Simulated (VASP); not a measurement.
# Ag (P6_3/mmc) in VASP: single point with PBE

Aim: the single point of Ag with PBE.

Program: VASP 6.6.1. These are calculated values, not measurements. Logs are shortened: lines on timing, memory, paths and dates and some standing lists are left out, and cuts for length are marked.

**1. The cell of the first run**

Symmetry: P6_3/mmc, No. 194, hexagonal system. The conventional cell has a = 2.930 Å, b = 2.930 Å, c = 4.790 Å, α = 90.00°, β = 90.00°, γ = 120.00°. Ag (site symmetry -6m2) has 12 Ag at 2.93 Å within 3.9 Å.

**2. Single point, PBE, collinear spin, zero start**

INCAR

```
SYSTEM = Ag
  ALGO = Normal
  EDIFF = 1E-7
  ENCUT = 520
  GGA = PE
  ISIF = 2
  ISMEAR = 1
  ISPIN = 2
  LASPH = .TRUE.
  LCHARG = .FALSE.
  LMAXMIX = 4
  LORBIT = 11
  LREAL = .FALSE.
  LWAVE = .FALSE.
  MAGMOM = 0 0
  NBANDS = 22
  NELM = 150
  PREC = Accurate
  SIGMA = 0.05
```

KPOINTS

```
k-points
0
G
  9 9 5
  0 0 0
```

POSCAR

```
Ag
1.0
    2.9300000000      0.0000000000      0.0000000000
   -1.4650000000      2.5374544331      0.0000000000
    0.0000000000      0.0000000000      4.7900000000
Ag
2
Direct
    0.3333330000      0.6666670000      0.2500000000
    0.6666670000      0.3333330000      0.7500000000
```

Potentials or basis: VASP PAW PBE potentials, release 64 (Ag).

On the command line:

```sh
> cat potpaw_PBE.64/Ag/POTCAR > POTCAR
> mpirun -np 1 vasp_std > vasp.out
```

OUTCAR:

```text
SYSTEM = Ag
   EDIFF = 1E-7
   ENCUT = 520
   GGA = PE
   ISIF = 2
   ISMEAR = 1
   ISPIN = 2
   LASPH = .TRUE.
   LORBIT = 11
   LREAL = .FALSE.
   NELM = 150
   PREC = Accurate

 ion  position               nearest neighbor table
   1  0.333  0.667  0.250-   2 2.93   2 2.93   2 2.93   2 2.93   2 2.93   2 2.93
   2  0.667  0.333  0.750-   1 2.93   1 2.93   1 2.93   1 2.93   1 2.93   1 2.93

  LATTYP: Found a hexagonal cell.
 ALAT       =     2.9300000000
 C/A-ratio  =     1.6348122867

  Lattice vectors:

 A1 = (   2.9300000000,   0.0000000000,   0.0000000000)
 A2 = (  -1.4650000000,   2.5374544331,   0.0000000000)
 A3 = (   0.0000000000,   0.0000000000,   4.7900000000)

Analysis of symmetry for initial positions (statically):
=====================================================================
 Subroutine PRICEL returns:
 Original cell was already a primitive cell.

 Routine SETGRP: Setting up the symmetry group for a
 hexagonal supercell.

 Subroutine GETGRP returns: Found 24 space group operations
 (whereof 12 operations were pure point group operations)
 out of a pool of 24 trial point group operations.

The static configuration has the point symmetry D_3d.
 The point group associated with its full space group is D_6h.

Analysis of symmetry for dynamics (positions and initial velocities):
=====================================================================
 Subroutine PRICEL returns:
 Original cell was already a primitive cell.

 Routine SETGRP: Setting up the symmetry group for a
 hexagonal supercell.

 Subroutine GETGRP returns: Found 24 space group operations
 (whereof 12 operations were pure point group operations)
 out of a pool of 24 trial point group operations.

The dynamic configuration has the point symmetry D_3d.
 The point group associated with its full space group is D_6h.

Analysis of structural, dynamic, and magnetic symmetry:
=====================================================================
 Subroutine PRICEL returns:
 Original cell was already a primitive cell.

 Routine SETGRP: Setting up the symmetry group for a
 hexagonal supercell.

 Subroutine GETGRP returns: Found 24 space group operations
 (whereof 12 operations were pure point group operations)
 out of a pool of 24 trial point group operations.

The overall configuration has the point symmetry D_3d.
 The point group associated with its full space group is D_6h.

 Subroutine INISYM returns: Found 24 space group operations
 (whereof 12 operations are pure point group operations),
 and found     1 'primitive' translations

----------------------------------------------------------------------------------------

                                     Primitive cell

  volume of cell :      35.6124

  direct lattice vectors                    reciprocal lattice vectors
     2.930000000  0.000000000  0.000000000     0.341296928  0.197047873  0.000000000
    -1.465000000  2.537454433  0.000000000     0.000000000  0.394095747  0.000000000
     0.000000000  0.000000000  4.790000000     0.000000000  0.000000000  0.208768267

  length of vectors
     2.930000000  2.930000000  4.790000000     0.394095747  0.394095747  0.208768267

  position of ions in fractional coordinates (direct lattice)
     0.333333000  0.666667000  0.250000000
     0.666667000  0.333333000  0.750000000

  ion indices of the primitive-cell ions
   primitive index   ion index
                 1           1
                 2           2

----------------------------------------------------------------------------------------

 KPOINTS: k-points

Automatic generation of k-mesh.
 Grid dimensions read from file:
 generate k-points for:    9    9    5

 Generating k-lattice:

  Cartesian coordinates                     Fractional coordinates (reciprocal lattice)
     0.037921881  0.021894208  0.000000000     0.111111111  0.000000000  0.000000000
     0.000000000  0.043788416  0.000000000     0.000000000  0.111111111  0.000000000
     0.000000000  0.000000000  0.041753653     0.000000000  0.000000000  0.200000000

  Length of vectors
     0.043788416  0.043788416  0.041753653

  Shift w.r.t. Gamma in fractional coordinates (k-lattice)
     0.000000000  0.000000000  0.000000000

 Subroutine IBZKPT returns following result:
 ===========================================

 Found     36 irreducible k-points:

 Following reciprocal coordinates:
            Coordinates               Weight
  0.000000  0.000000  0.000000      1.000000
  0.111111 -0.000000  0.000000      6.000000
  0.222222  0.000000  0.000000      6.000000
  0.333333  0.000000  0.000000      6.000000
  0.444444  0.000000  0.000000      6.000000
  0.111111  0.111111  0.000000      6.000000
[... 16 lines left out ...]
  0.333333  0.222222  0.200000     24.000000
  0.333333  0.333333  0.200000      4.000000
 [... further k-points ...]
   k-points           NKPTS =     36   k-points in BZ     NKDIM =     36   number of bands    NBANDS=     22
   number of dos      NEDOS =    301   number of ions     NIONS =      2
   total plane-waves  NPLWV =  20736
   dimension x,y,z NGX =    24 NGY =   24 NGZ =   36
   dimension x,y,z NGXF=    48 NGYF=   48 NGZF=   72
   ions per type =               2
   NGX,Y,Z   is equivalent  to a cutoff of  13.62, 13.62, 12.49 a.u.
   NGXF,Y,Z  is equivalent  to a cutoff of  27.23, 27.23, 24.99 a.u.
 SYSTEM =  Ag
   PREC   = accura    normal or accurate (medium, high low for compatibility)
   ISTART =      0    job   : 0-new  1-cont  2-samecut
   ICHARG =      2    charge: 1-file 2-atom 10-const
   ISPIN  =      2    spin polarized calculation?
   LNONCOLLINEAR =      F non collinear calculations
   LSORBIT =      F    spin-orbit coupling
   LASPH  =      T    aspherical Exc in radial PAW
   ENCUT  =  520.0 eV  38.22 Ry    6.18 a.u.   5.45  5.45  8.91*2*pi/ulx,y,z
   NELM   =    150;   NELMIN=  2; NELMDL= -5     # of ELM steps
   EDIFF  = 0.1E-06   stopping-criterion for ELM
   LREAL  =      F    real-space projection
   EDIFFG = 0.1E-05   stopping-criterion for IOM
   NSW    =      0    number of steps for IOM
   IBRION =     -1    ionic relax: 0-MD 1-quasi-New 2-CG
   NFREE  =      0    steps in history (QN), initial steepest desc. (CG)
   ISIF   =      2    stress and relaxation
   ISYM   =      2    0-nonsym 1-usesym 2-fastsym
   POTIM  = 0.5000    time-step for ionic-motion
   TEBEG  =    0.0;   TEEND  =   0.0 temperature during run
   PSTRESS=    0.0 pullay stress
   NELECT =      22.0000    total number of electrons
   NUPDOWN=      -1.0000    fix difference up-down
   EMIN   =  10.00;   EMAX   =-10.00  energy-range for DOS
   EFERMI =   0.00;   METHOD = LEGACY
   ISMEAR =     1;   SIGMA  =   0.05  broadening in eV -4-tet -1-fermi 0-gaus
   EFERMI_NEDOS =   21; number of points for ismear=-14 and -15
   IALGO  =     38    algorithm
   IMIX   =      4    mixing-type and parameters
     AMIX     =   0.40;   BMIX     =  1.00
     AMIX_MAG =   1.60;   BMIX_MAG =  1.00
  volume/ion in A,a.u.               =      17.81       120.16
  Fermi-wavevector in a.u.,A,eV,Ry     =   1.394275  2.634799 26.449782  1.944004
  Thomas-Fermi vector in A             =   2.517840
   LORBIT       =     11    0 simple, 1 ext, 2 COOP (PROOUT), +10 PAW based schemes
   GGA     = PE    functional components
   LHFCALC =     F    Hartree Fock is set to
   AEXX    =    0.0000 exact exchange contribution
   IVDW    =     0    specifies the selected vdW correction
   LEPSILON=     F    determine dielectric tensor
   LRPA    =     F    only Hartree local field effects (RPA)
 spin polarized calculation
 Methfessel and Paxton  Order N= 1 SIGMA  =   0.05
  energy-cutoff  :      520.00
  volume of cell :       35.61
 maximum number of plane-waves:       989
 NGX is ok and might be reduce to    24
   NGX = 11   NGY = 11   NGZ = 17

 number of electron      22.0000005 magnetization       0.0000024

 number of electron      22.0000005 magnetization      -0.0000000

 Free energy of the ion-electron system (eV)
  ---------------------------------------------------
  ext. energy  EPLUGINS =         0.00000000
  ---------------------------------------------------
  free energy    TOTEN  =        -5.46750423 eV

  energy without entropy =       -5.46741701  energy(sigma->0) =       -5.46747515

 E-fermi :   7.8031     XC(G=0): -11.9527

 val. band max:        7.7734382708   @ k =   0.1111   0.1111   0.2000
 cond. band min:       8.1342220797   @ k =   0.2222   0.0000   0.2000
 fundamental gap:      0.3607838089
 Fermi energy:         7.8030635827

 spin component 1

 k-point     1 :       0.0000    0.0000    0.0000
  band No.  band energies     occupation
      1       0.3868      1.00000
      2       1.7031      1.00000
      3       3.1757      1.00000
      4       3.2633      1.00000
      5       3.2633      1.00000
      6       3.4822      1.00000
[... 14 lines left out ...]
     21      29.6327      0.00000
     22      29.6327      0.00000
[... 552 lines left out ...]
  band No.  band energies     occupation
      1       2.2832      1.00000
      2       2.5687      1.00000
      3       2.5687      1.00000
      4       3.0149      1.00000
      5       3.2669      1.00000
      6       3.2669      1.00000
[... 14 lines left out ...]
     21      31.5123      0.00000
     22      31.5123      0.00000

 [... further k-points ...]

 spin component 2

 k-point     1 :       0.0000    0.0000    0.0000
  band No.  band energies     occupation
      1       0.3868      1.00000
      2       1.7031      1.00000
      3       3.1757      1.00000
      4       3.2633      1.00000
      5       3.2633      1.00000
      6       3.4822      1.00000
[... 14 lines left out ...]
     21      29.6327      0.00000
     22      29.6327      0.00000
[... 552 lines left out ...]
  band No.  band energies     occupation
      1       2.2832      1.00000
      2       2.5687      1.00000
      3       2.5687      1.00000
      4       3.0149      1.00000
      5       3.2669      1.00000
      6       3.2669      1.00000
[... 14 lines left out ...]
     21      31.5123      0.00000
     22      31.5123      0.00000

 [... further k-points ...]
[... 5 lines left out ...]
  --------------------------------------------------------------------------------------
  -------------------------------------------------------------------------------------
  Total       -0.1401428     -0.1401428      0.1999521      0.0000000      0.0000000      0.0000000
  in kB       -6.3049268     -6.3049268      8.9957040      0.0000000      0.0000000      0.0000000
  external PRESSURE =      -1.2047166 kB  Pullay stress =       0.0000000 kB

 VOLUME and BASIS-vectors are now :
 -----------------------------------------------------------------------------
  energy-cutoff  :      520.00
  volume of cell :       35.61
      direct lattice vectors                 reciprocal lattice vectors
     2.930000000  0.000000000  0.000000000     0.341296928  0.197047873  0.000000000
    -1.465000000  2.537454433  0.000000000     0.000000000  0.394095747  0.000000000
     0.000000000  0.000000000  4.790000000     0.000000000  0.000000000  0.208768267

 POSITION                                       TOTAL-FORCE (eV/Angst)
 -----------------------------------------------------------------------------------
     -0.00000      1.69164      1.19750         0.000000     -0.000000      0.000000
      1.46500      0.84582      3.59250        -0.000000      0.000000      0.000000
 -----------------------------------------------------------------------------------
    total drift:                               -0.000364      0.000210     -0.000109

  FREE ENERGIE OF THE ION-ELECTRON SYSTEM (eV)
  ---------------------------------------------------
  free  energy   TOTEN  =        -5.4675042272 eV

  energy  without entropy=       -5.4674170064  energy(sigma->0) =       -5.46747515

 total charge

# of ion       s       p       d       tot
------------------------------------------
    1        0.408   0.273   9.157   9.838
    2        0.408   0.273   9.157   9.838
--------------------------------------------------
tot          0.816   0.545  18.314  19.676

 magnetization (x)

# of ion       s       p       d       tot
------------------------------------------
    1        0.000  -0.000  -0.000   0.000
    2        0.000  -0.000  -0.000   0.000
--------------------------------------------------
tot          0.000  -0.000  -0.000   0.000
```

Run time: 26 s. Hardware: 1 thread of Intel Xeon Platinum 8488C (Sapphire Rapids), shared host; peak memory 0.19 GiB.

What came out:

```
Free energy                                           : -5.4675 eV
Pressure                                              : -0.1 GPa
Band gap on the k mesh                                : zero (filled and empty bands overlap)
Net moment                                            : 0.00 μB per cell
Valence electrons inside the program's atomic spheres : Ag 9.84
```
